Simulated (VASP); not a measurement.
# ZnSe (P4/nmm) in VASP: notebook

The runs below take ZnSe through single point, relaxation of cell and atoms, with PBE.

Program: VASP 6.6.1. These are calculated values, not measurements. Logs are shortened: lines on timing, memory, paths and dates and some standing lists are left out, and cuts for length are marked.

## 1. The cell of the first run

The structure is tetragonal, space group P4/nmm (No. 129). The conventional cell has a = 4.108 Å, b = 4.108 Å, c = 6.070 Å, α = 90.00°, β = 90.00°, γ = 90.00°. Zn (site symmetry -4m2) has 4 Se at 2.54 Å and 4 Zn at 2.90 Å within 3.4 Å. Se (site symmetry 4mm) has 4 Zn at 2.54 Å within 3.4 Å.

## 2. Single point, PBE

Contents of INCAR:

```
PREC     = Accurate       # precision mode
ENCUT    = 520            # plane-wave cutoff, eV
EDIFF    = 1E-6           # SCF threshold, eV
ISMEAR   = 0              # smearing method
SIGMA    = 0.1            # smearing width, eV
LREAL    = F              # projectors in reciprocal space
LASPH    = T              # aspherical terms in the spheres
NELM     = 80             # most SCF steps
ALGO     = Normal         # electronic algorithm
ISIF     = 2              # what is computed and relaxed
LWAVE    = F              # write WAVECAR
LCHARG   = F              # write CHGCAR
GGA      = PE             # functional
NBANDS   = 26             # bands
```

Contents of KPOINTS:

```
regular mesh
0
Gamma
  4 4 4
```

Contents of POSCAR:

```
ZnSe
1.0
    4.1077017800      0.0000000000      0.0000000000
    0.0000000000      4.1077017800      0.0000000000
    0.0000000000      0.0000000000      6.0703501700
Zn Se
2 2
Direct
    0.0000000000      0.0000000000      0.0000000000
    0.5000000000      0.5000000000      0.0000000000
    0.0000000000      0.5000000000      0.2462800000
    0.5000000000      0.0000000000      0.7537200000
```

Potentials or basis: VASP PAW PBE potentials, release 64 (Zn, Se).

On the command line:

```
cat potpaw_PBE.64/Zn/POTCAR potpaw_PBE.64/Se/POTCAR > POTCAR
mpirun -np 1 vasp_std > vasp.out
```

OUTCAR:

```text
PREC = Accurate
   ENCUT = 520
   EDIFF = 1E-6
   ISMEAR = 0
   LREAL = F
   LASPH = T
   NELM = 80
   ISIF = 2
   GGA = PE

 ion  position               nearest neighbor table
   1  0.000  0.000  0.000-   3 2.54   4 2.54   3 2.54   4 2.54   2 2.90   2 2.90   2 2.90   2 2.90

   2  0.500  0.500  0.000-   3 2.54   4 2.54   4 2.54   3 2.54   1 2.90   1 2.90   1 2.90   1 2.90

   3  0.000  0.500  0.246-   1 2.54   2 2.54   1 2.54   2 2.54
   4  0.500  0.000  0.754-   1 2.54   2 2.54   2 2.54   1 2.54

  LATTYP: Found a simple tetragonal cell.
 ALAT       =     4.1077017800
 C/A-ratio  =     1.4777971954

  Lattice vectors:

 A1 = (   4.1077017800,   0.0000000000,   0.0000000000)
 A2 = (   0.0000000000,   4.1077017800,   0.0000000000)
 A3 = (   0.0000000000,   0.0000000000,   6.0703501700)

Analysis of symmetry for initial positions (statically):
=====================================================================
 Subroutine PRICEL returns:
 Original cell was already a primitive cell.

 Routine SETGRP: Setting up the symmetry group for a
 simple tetragonal supercell.

 Subroutine GETGRP returns: Found 16 space group operations
 (whereof  8 operations were pure point group operations)
 out of a pool of 16 trial point group operations.

The static configuration has the point symmetry D_2d.
 The point group associated with its full space group is D_4h.

Analysis of symmetry for dynamics (positions and initial velocities):
=====================================================================
 Subroutine PRICEL returns:
 Original cell was already a primitive cell.

 Routine SETGRP: Setting up the symmetry group for a
 simple tetragonal supercell.

 Subroutine GETGRP returns: Found 16 space group operations
 (whereof  8 operations were pure point group operations)
 out of a pool of 16 trial point group operations.

The dynamic configuration has the point symmetry D_2d.
 The point group associated with its full space group is D_4h.

 Subroutine INISYM returns: Found 16 space group operations
 (whereof  8 operations are pure point group operations),
 and found     1 'primitive' translations

----------------------------------------------------------------------------------------

                                     Primitive cell

  volume of cell :     102.4263

  direct lattice vectors                    reciprocal lattice vectors
     4.107701780  0.000000000  0.000000000     0.243445132  0.000000000  0.000000000
     0.000000000  4.107701780  0.000000000     0.000000000  0.243445132  0.000000000
     0.000000000  0.000000000  6.070350170     0.000000000  0.000000000  0.164735142

  length of vectors
     4.107701780  4.107701780  6.070350170     0.243445132  0.243445132  0.164735142

  position of ions in fractional coordinates (direct lattice)
     0.000000000  0.000000000  0.000000000
     0.500000000  0.500000000  0.000000000
     0.000000000  0.500000000  0.246280000
     0.500000000  0.000000000  0.753720000

  ion indices of the primitive-cell ions
   primitive index   ion index
                 1           1
                 2           2
                 3           3
                 4           4

----------------------------------------------------------------------------------------

 KPOINTS: regular mesh

Automatic generation of k-mesh.
 Grid dimensions read from file:
 generate k-points for:    4    4    4

 Generating k-lattice:

  Cartesian coordinates                     Fractional coordinates (reciprocal lattice)
     0.060861283  0.000000000  0.000000000     0.250000000  0.000000000  0.000000000
     0.000000000  0.060861283  0.000000000     0.000000000  0.250000000  0.000000000
     0.000000000  0.000000000  0.041183786     0.000000000  0.000000000  0.250000000

  Length of vectors
     0.060861283  0.060861283  0.041183786

  Shift w.r.t. Gamma in fractional coordinates (k-lattice)
     0.000000000  0.000000000  0.000000000

 Subroutine IBZKPT returns following result:
 ===========================================

 Found     18 irreducible k-points:

 Following reciprocal coordinates:
            Coordinates               Weight
  0.000000  0.000000  0.000000      1.000000
  0.250000  0.000000  0.000000      4.000000
  0.500000  0.000000  0.000000      2.000000
  0.250000  0.250000  0.000000      4.000000
  0.500000  0.250000  0.000000      4.000000
  0.500000  0.500000  0.000000      1.000000
[... 10 lines left out ...]
  0.500000  0.250000  0.500000      4.000000
  0.500000  0.500000  0.500000      1.000000
   k-points           NKPTS =     18   k-points in BZ     NKDIM =     18   number of bands    NBANDS=     26
   number of dos      NEDOS =    301   number of ions     NIONS =      4
   total plane-waves  NPLWV =  49152
   dimension x,y,z NGX =    32 NGY =   32 NGZ =   48
   dimension x,y,z NGXF=    64 NGYF=   64 NGZF=   96
   ions per type =               2   2
   NGX,Y,Z   is equivalent  to a cutoff of  12.95, 12.95, 13.15 a.u.
   NGXF,Y,Z  is equivalent  to a cutoff of  25.90, 25.90, 26.29 a.u.
 SYSTEM =  unknown system
   PREC   = accura    normal or accurate (medium, high low for compatibility)
   ISTART =      0    job   : 0-new  1-cont  2-samecut
   ICHARG =      2    charge: 1-file 2-atom 10-const
   ISPIN  =      1    spin polarized calculation?
   LNONCOLLINEAR =      F non collinear calculations
   LSORBIT =      F    spin-orbit coupling
   LASPH  =      T    aspherical Exc in radial PAW
   ENCUT  =  520.0 eV  38.22 Ry    6.18 a.u.   7.64  7.64 11.29*2*pi/ulx,y,z
   NELM   =     80;   NELMIN=  2; NELMDL= -5     # of ELM steps
   EDIFF  = 0.1E-05   stopping-criterion for ELM
   LREAL  =      F    real-space projection
   EDIFFG = 0.1E-04   stopping-criterion for IOM
   NSW    =      0    number of steps for IOM
   IBRION =     -1    ionic relax: 0-MD 1-quasi-New 2-CG
   NFREE  =      0    steps in history (QN), initial steepest desc. (CG)
   ISIF   =      2    stress and relaxation
   ISYM   =      2    0-nonsym 1-usesym 2-fastsym
   POTIM  = 0.5000    time-step for ionic-motion
   TEBEG  =    0.0;   TEEND  =   0.0 temperature during run
   PSTRESS=    0.0 pullay stress
   NELECT =      36.0000    total number of electrons
   NUPDOWN=      -1.0000    fix difference up-down
   EMIN   =  10.00;   EMAX   =-10.00  energy-range for DOS
   EFERMI =   0.00;   METHOD = LEGACY
   ISMEAR =     0;   SIGMA  =   0.10  broadening in eV -4-tet -1-fermi 0-gaus
   EFERMI_NEDOS =   21; number of points for ismear=-14 and -15
   IALGO  =     38    algorithm
   IMIX   =      4    mixing-type and parameters
     AMIX     =   0.40;   BMIX     =  1.00
     AMIX_MAG =   1.60;   BMIX_MAG =  1.00
  volume/ion in A,a.u.               =      25.61       172.80
  Fermi-wavevector in a.u.,A,eV,Ry     =   1.155328  2.183253 18.160810  1.334782
  Thomas-Fermi vector in A             =   2.291957
   LORBIT       =      0    0 simple, 1 ext, 2 COOP (PROOUT), +10 PAW based schemes
   GGA     = PE    functional components
   LHFCALC =     F    Hartree Fock is set to
   AEXX    =    0.0000 exact exchange contribution
   IVDW    =     0    specifies the selected vdW correction
   LEPSILON=     F    determine dielectric tensor
   LRPA    =     F    only Hartree local field effects (RPA)
 non-spin polarized calculation
 Gauss-broadening in eV      SIGMA  =   0.10
  energy-cutoff  :      520.00
  volume of cell :      102.43
 maximum number of plane-waves:      2783
 NGX is ok and might be reduce to    32
   NGX = 15   NGY = 15   NGZ = 23

 number of electron      35.9999984 magnetization

 Free energy of the ion-electron system (eV)
  ---------------------------------------------------
  ext. energy  EPLUGINS =         0.00000000
  ---------------------------------------------------
  free energy    TOTEN  =       -11.38294341 eV

  energy without entropy =      -11.38294341  energy(sigma->0) =      -11.38294341

 E-fermi :   1.0787     XC(G=0):  -8.6561

 val. band max:        0.6450812946   @ k =   0.0000   0.0000   0.0000
 cond. band min:       2.5789694227   @ k =   0.0000   0.0000   0.0000
 fundamental gap:      1.9338881280
 Fermi energy:         1.0787007635

 k-point     1 :       0.0000    0.0000    0.0000
  band No.  band energies     occupation
      1     -12.2304      2.00000
      2     -11.3102      2.00000
      3      -6.0670      2.00000
      4      -6.0608      2.00000
      5      -5.9837      2.00000
      6      -5.9837      2.00000
[... 18 lines left out ...]
     25      10.5843      0.00000
     26      11.1710      0.00000

 k-point     2 :       0.2500    0.0000    0.0000
  band No.  band energies     occupation
      1     -11.9954      2.00000
      2     -11.3198      2.00000
      3      -6.0197      2.00000
      4      -5.9531      2.00000
      5      -5.9046      2.00000
      6      -5.8852      2.00000
[... 18 lines left out ...]
     25       8.5761      0.00000
     26       8.7011      0.00000

 k-point     3 :       0.5000    0.0000    0.0000
  band No.  band energies     occupation
      1     -11.5383      2.00000
      2     -11.5383      2.00000
      3      -5.8473      2.00000
      4      -5.8473      2.00000
      5      -5.7536      2.00000
      6      -5.7536      2.00000
[... 18 lines left out ...]
     25       8.0747      0.00000
     26       8.0747      0.00000

 k-point     4 :       0.2500    0.2500    0.0000
  band No.  band energies     occupation
      1     -11.7883      2.00000
      2     -11.2921      2.00000
      3      -6.1261      2.00000
      4      -5.8711      2.00000
      5      -5.8511      2.00000
      6      -5.7916      2.00000
[... 18 lines left out ...]
     25       8.3025      0.00000
     26       9.5501      0.00000

 k-point     5 :       0.5000    0.2500    0.0000
  band No.  band energies     occupation
      1     -11.4149      2.00000
      2     -11.4149      2.00000
      3      -6.0092      2.00000
      4      -6.0092      2.00000
      5      -5.7463      2.00000
      6      -5.7463      2.00000
[... 18 lines left out ...]
     25      10.6057      0.00000
     26      10.6058      0.00000

 k-point     6 :       0.5000    0.5000    0.0000
  band No.  band energies     occupation
      1     -11.2822      2.00000
      2     -11.2822      2.00000
      3      -6.1294      2.00000
      4      -6.1294      2.00000
      5      -5.7033      2.00000
      6      -5.7033      2.00000
[... 253 lines left out ...]
 k-point    15 :       0.5000    0.0000    0.5000
  band No.  band energies     occupation
      1     -11.5302      2.00000
      2     -11.5302      2.00000
      3      -5.8479      2.00000
      4      -5.8479      2.00000
      5      -5.7400      2.00000
      6      -5.7400      2.00000
[... 18 lines left out ...]
     25       9.5613      0.00000
     26       9.5613      0.00000

 k-point    16 :       0.2500    0.2500    0.5000
  band No.  band energies     occupation
      1     -11.7115      2.00000
      2     -11.3719      2.00000
      3      -6.1316      2.00000
      4      -5.8591      2.00000
      5      -5.8416      2.00000
      6      -5.7972      2.00000
[... 18 lines left out ...]
     25       8.2179      0.00000
     26       9.2609      0.00000

 k-point    17 :       0.5000    0.2500    0.5000
  band No.  band energies     occupation
      1     -11.4094      2.00000
      2     -11.4094      2.00000
      3      -6.0059      2.00000
      4      -6.0059      2.00000
      5      -5.7477      2.00000
      6      -5.7477      2.00000
[... 18 lines left out ...]
     25       8.9874      0.00000
     26       8.9874      0.00000

 k-point    18 :       0.5000    0.5000    0.5000
  band No.  band energies     occupation
      1     -11.2800      2.00000
      2     -11.2800      2.00000
      3      -6.1200      2.00000
      4      -6.1200      2.00000
      5      -5.7058      2.00000
      6      -5.7058      2.00000
[... 18 lines left out ...]
     25       8.8276      0.00000
     26       8.8276      0.00000

------------------------ aborting loop because EDIFF is reached ----------------------------------------

  FORCE on cell =-STRESS in cart. coord.  units (eV):
  Direction    XX          YY          ZZ          XY          YZ          ZX
  --------------------------------------------------------------------------------------
  -------------------------------------------------------------------------------------
  Total        0.1395180      0.1395180     -0.0195226      0.0000000      0.0000000     -0.0000000
  in kB        2.1823751      2.1823751     -0.3053766      0.0000000      0.0000000     -0.0000000
  external PRESSURE =       1.3531246 kB  Pullay stress =       0.0000000 kB

 VOLUME and BASIS-vectors are now :
 -----------------------------------------------------------------------------
  energy-cutoff  :      520.00
  volume of cell :      102.43
      direct lattice vectors                 reciprocal lattice vectors
     4.107701780  0.000000000  0.000000000     0.243445132  0.000000000  0.000000000
     0.000000000  4.107701780  0.000000000     0.000000000  0.243445132  0.000000000
     0.000000000  0.000000000  6.070350170     0.000000000  0.000000000  0.164735142

 POSITION                                       TOTAL-FORCE (eV/Angst)
 -----------------------------------------------------------------------------------
      0.00000      0.00000      0.00000         0.000000      0.000000      0.000000
      2.05385      2.05385      0.00000         0.000000     -0.000000      0.000000
      0.00000      2.05385      1.49501         0.000000     -0.000000     -0.055298
      2.05385      0.00000      4.57534         0.000000      0.000000      0.055298
 -----------------------------------------------------------------------------------
    total drift:                                0.000000     -0.000000     -0.000000

  FREE ENERGIE OF THE ION-ELECTRON SYSTEM (eV)
  ---------------------------------------------------
  free  energy   TOTEN  =       -11.3829434097 eV

  energy  without entropy=      -11.3829434097  energy(sigma->0) =      -11.38294341
```

Wall time 46 s (1 thread of Intel Xeon 8259CL, shared host); peak memory 0.23 GiB.

What came out:

- Free energy: -11.3829 eV
- Pressure: 0.1 GPa
- Largest force: 0.055 eV/Å
- Band gap on the k mesh: 1.93 eV

Forces on the atoms (eV/Å):
```
Zn   0.000  0.000  0.000
Zn   0.000  0.000  0.000
Se   0.000  0.000 -0.055
Se   0.000  0.000  0.055
```

A k mesh can miss the band edges.

(Continued in part 2 of 2.)
